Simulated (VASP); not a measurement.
# ZrS2 in VASP: single point with r2SCAN

Aim: the single point of ZrS2 with r2SCAN.

All numbers are computed with VASP 6.6.1; they aren't measurements. Logs are shortened: lines on timing, memory, paths and dates and some standing lists are left out, and cuts for length are marked.

### Step 1. The cell of the first run

The cell holds a sheet with vacuum, 3 atoms: a = 3.693 Å, b = 3.693 Å, c = 29.600 Å, α = 90.00°, β = 90.00°, γ = 120.00°.

### Step 2. Single point, r2SCAN

Contents of POSCAR:

```
ZrS2
1.0
    3.6927232146      0.0000000000      0.0000000000
   -1.8463616073      3.1979921130      0.0000000000
    0.0000000000      0.0000000000     29.6000000022
S Zr
2 1
Direct
    0.3333333333      0.6666666667      0.2369838312
    0.6666666667      0.3333333333      0.3339621148
    0.0000000000      0.0000000000      0.2854729730
```

Contents of INCAR.step1:

```
SYSTEM = ZrS2
PREC = Accurate ; ENCUT = 440
ISMEAR = 0 ; SIGMA = 0.03
LREAL = .False. ; LASPH = .True.
NELM = 120 ; LDIPOL = .True.
IDIPOL = 3 ; DIPOL = 0.5 0.5 0.285
NBANDS = 19 ; GGA = PE
ALGO = Normal ; EDIFF = 1E-5
LWAVE = .True. ; LCHARG = .False.
GGA_COMPAT = .False. ; NELMDL = -8
```

Contents of INCAR.step2:

```
SYSTEM = ZrS2
PREC = Accurate ; ENCUT = 440
EDIFF = 1E-6 ; ISMEAR = 0
SIGMA = 0.03 ; LREAL = .False.
LASPH = .True. ; NELM = 120
ALGO = Normal ; ISIF = 2
LWAVE = .False. ; LCHARG = .False.
LDIPOL = .True. ; IDIPOL = 3
DIPOL = 0.5 0.5 0.285 ; METAGGA = R2SCAN
LMIXTAU = .True. ; NBANDS = 19
ISTART = 1 ; GGA_COMPAT = .False.
```

Contents of KPOINTS:

```
Automatic mesh
0
Gamma
  12 12 1
  0 0 0
```

Potentials or basis: VASP PAW PBE potentials, release 64 (S, Zr_sv).

Run with:

```bash
$ cat potpaw_PBE.64/S/POTCAR potpaw_PBE.64/Zr_sv/POTCAR > POTCAR
$ cp INCAR.step1 INCAR
$ mpirun -np 1 vasp_std > vasp.out
$ cp INCAR.step2 INCAR
$ mpirun -np 1 vasp_std > vasp.out
```

OUTCAR:

```text
SYSTEM = ZrS2
   PREC = Accurate
   ENCUT = 440
   EDIFF = 1E-6
   ISMEAR = 0
   LREAL = .False.
   LASPH = .True.
   NELM = 120
   ISIF = 2
   METAGGA = R2SCAN
   ISTART = 1

 ion  position               nearest neighbor table
   1  0.333  0.667  0.237-   3 2.57   3 2.57   3 2.57
   2  0.667  0.333  0.334-   3 2.57   3 2.57   3 2.57
   3  0.000  0.000  0.285-   1 2.57   2 2.57   1 2.57   2 2.57   1 2.57   2 2.57

  LATTYP: Found a hexagonal cell.
 ALAT       =     3.6927232146
 C/A-ratio  =     8.0157645949

  Lattice vectors:

 A1 = (   3.6927232146,   0.0000000000,   0.0000000000)
 A2 = (  -1.8463616073,   3.1979921130,   0.0000000000)
 A3 = (   0.0000000000,   0.0000000000,  29.6000000022)

Analysis of symmetry for initial positions (statically):
=====================================================================
 Subroutine PRICEL returns:
 Original cell was already a primitive cell.

 Routine SETGRP: Setting up the symmetry group for a
 hexagonal supercell.

 Subroutine GETGRP returns: Found 12 space group operations
 (whereof  6 operations were pure point group operations)
 out of a pool of 24 trial point group operations.

The static configuration has the point symmetry C_3v.
 The point group associated with its full space group is D_3d.

Analysis of symmetry for dynamics (positions and initial velocities):
=====================================================================
 Subroutine PRICEL returns:
 Original cell was already a primitive cell.

 Routine SETGRP: Setting up the symmetry group for a
 hexagonal supercell.

 Subroutine GETGRP returns: Found 12 space group operations
 (whereof  6 operations were pure point group operations)
 out of a pool of 24 trial point group operations.

The dynamic configuration has the point symmetry C_3v.
 The point group associated with its full space group is D_3d.

 Subroutine INISYM returns: Found 12 space group operations
 (whereof  6 operations are pure point group operations),
 and found     1 'primitive' translations

----------------------------------------------------------------------------------------

                                     Primitive cell

[... 86 lines left out ...]
   EDIFF  = 0.1E-05   stopping-criterion for ELM
   LREAL  =      F    real-space projection
   EDIFFG = 0.1E-04   stopping-criterion for IOM
   NSW    =      0    number of steps for IOM
   IBRION =     -1    ionic relax: 0-MD 1-quasi-New 2-CG
   NFREE  =      0    steps in history (QN), initial steepest desc. (CG)
   ISIF   =      2    stress and relaxation
   ISYM   =      2    0-nonsym 1-usesym 2-fastsym
   POTIM  = 0.5000    time-step for ionic-motion
   TEBEG  =    0.0;   TEEND  =   0.0 temperature during run
   PSTRESS=    0.0 pullay stress
   NELECT =      24.0000    total number of electrons
   NUPDOWN=      -1.0000    fix difference up-down
   EMIN   =  10.00;   EMAX   =-10.00  energy-range for DOS
   EFERMI =   0.00;   METHOD = LEGACY
   ISMEAR =     0;   SIGMA  =   0.03  broadening in eV -4-tet -1-fermi 0-gaus
   EFERMI_NEDOS =   21; number of points for ismear=-14 and -15
   IALGO  =     38    algorithm
   IMIX   =      4    mixing-type and parameters
     AMIX     =   0.40;   BMIX     =  1.00
     AMIX_MAG =   1.60;   BMIX_MAG =  1.00
  volume/ion in A,a.u.               =     116.52       786.31
  Fermi-wavevector in a.u.,A,eV,Ry     =   0.670358  1.266792  6.114179  0.449379
  Thomas-Fermi vector in A             =   1.745851
   LORBIT       =      0    0 simple, 1 ext, 2 COOP (PROOUT), +10 PAW based schemes
   METAGGA = R2SCAN    functional components
   LHFCALC =     F    Hartree Fock is set to
   AEXX    =    0.0000 exact exchange contribution
   IVDW    =     0    specifies the selected vdW correction
   LEPSILON=     F    determine dielectric tensor
   LRPA    =     F    only Hartree local field effects (RPA)
 non-spin polarized calculation
 Gauss-broadening in eV      SIGMA  =   0.03
  energy-cutoff  :      440.00
  volume of cell :      349.56
 maximum number of plane-waves:      7361
 NGX is ok and might be reduce to    28
   NGX = 13   NGY = 13   NGZ =101

 dipolmoment           0.000000      0.000000      0.000001 electrons x Angstroem

 number of electron      23.9999998 magnetization

 dipolmoment           0.000000      0.000000     -0.000001 electrons x Angstroem

 Free energy of the ion-electron system (eV)
  ---------------------------------------------------
  ext. energy  EPLUGINS =         0.00000000
  ---------------------------------------------------
  free energy    TOTEN  =       -44.11080125 eV

  energy without entropy =      -44.11080125  energy(sigma->0) =      -44.11080125

 E-fermi :  -4.3676     XC(G=0):  -2.1841

 val. band max:       -4.6516530813   @ k =   0.0000   0.0000   0.0000
 cond. band min:      -3.0693244221   @ k =   0.5000   0.0000   0.0000
 fundamental gap:      1.5823286592
 Fermi energy:        -4.3676258505

 k-point     1 :       0.0000    0.0000    0.0000
  band No.  band energies     occupation
      1     -55.1657      2.00000
      2     -32.5158      2.00000
      3     -32.3633      2.00000
      4     -32.3633      2.00000
      5     -17.5100      2.00000
      6     -16.3004      2.00000
[... 395 lines left out ...]
      6     -16.3369      2.00000
[... 11 lines left out ...]
     18       4.7838      0.00000
     19       5.1705      0.00000

------------------------ aborting loop because EDIFF is reached ----------------------------------------

 vacuum level on the upper side and lower side of the slab       (xc-potential included)        -0.010        -0.009

  FORCE on cell =-STRESS in cart. coord.  units (eV):
  Direction    XX          YY          ZZ          XY          YZ          ZX
  --------------------------------------------------------------------------------------
  -------------------------------------------------------------------------------------
  Total       -0.0382543     -0.0382543     -0.0203141      0.0000000      0.0000000      0.0000000
  in kB       -0.1753376     -0.1753376     -0.0931091      0.0000000      0.0000000      0.0000000
  external PRESSURE =      -0.1479281 kB  Pullay stress =       0.0000000 kB

 VOLUME and BASIS-vectors are now :
 -----------------------------------------------------------------------------
  energy-cutoff  :      440.00
  volume of cell :      349.56
      direct lattice vectors                 reciprocal lattice vectors
     3.692723215  0.000000000  0.000000000     0.270802858  0.156348103  0.000000000
    -1.846361607  3.197992113  0.000000000     0.000000000  0.312696206  0.000000000
     0.000000000  0.000000000 29.600000002     0.000000000  0.000000000  0.033783784

 POSITION                                       TOTAL-FORCE (eV/Angst)
 -----------------------------------------------------------------------------------
     -0.00000      2.13199      7.01472        -0.000000     -0.000000     -0.001029
      1.84636      1.06600      9.88528         0.000000      0.000000      0.001029
      0.00000      0.00000      8.45000        -0.000000      0.000000      0.000000
 -----------------------------------------------------------------------------------
    total drift:                                0.000000      0.000000      0.000021

  FREE ENERGIE OF THE ION-ELECTRON SYSTEM (eV)
  ---------------------------------------------------
  free  energy   TOTEN  =       -44.1108012464 eV

  energy  without entropy=      -44.1108012464  energy(sigma->0) =      -44.11080125

 vacuum level on the upper side and lower side of the slab         2.152         2.154
```

OSZICAR.step1:

```text
N       E                     dE             d eps       ncg     rms          rms(c)
DAV:   1     0.151703966467E+03    0.15170E+03   -0.93563E+03   922   0.800E+02
DAV:   2    -0.271831743364E+01   -0.15442E+03   -0.15038E+03  1003   0.195E+02
DAV:   3    -0.229580289790E+02   -0.20240E+02   -0.20185E+02  1235   0.632E+01
[... 15 lines left out ...]
DAV:  19    -0.214325001830E+02   -0.81456E-04   -0.32844E-06   734   0.828E-03    0.275E-03
DAV:  20    -0.214325281898E+02   -0.28007E-04   -0.98808E-07   708   0.373E-03    0.316E-03
DAV:  21    -0.214325474807E+02   -0.19291E-04   -0.12620E-06   746   0.307E-03    0.160E-03
DAV:  22    -0.214325639011E+02   -0.16420E-04   -0.61357E-07   673   0.213E-03    0.667E-04
DAV:  23    -0.214325715333E+02   -0.76321E-05   -0.30204E-07   672   0.152E-03
   1 F= -.21432572E+02 E0= -.21432572E+02  d E =-.100922E-10
```

Run time: 17 min. Hardware: 1 thread of Intel Xeon 8259CL, shared host; peak memory 0.49 GiB.

Results:

```
Free energy            : -44.1108 eV
Band gap on the k mesh : 1.58 eV (least direct gap 2.04 eV)
```

Caveat: the PAW data sets were made with another functional, which shifts forces and pressure a little.
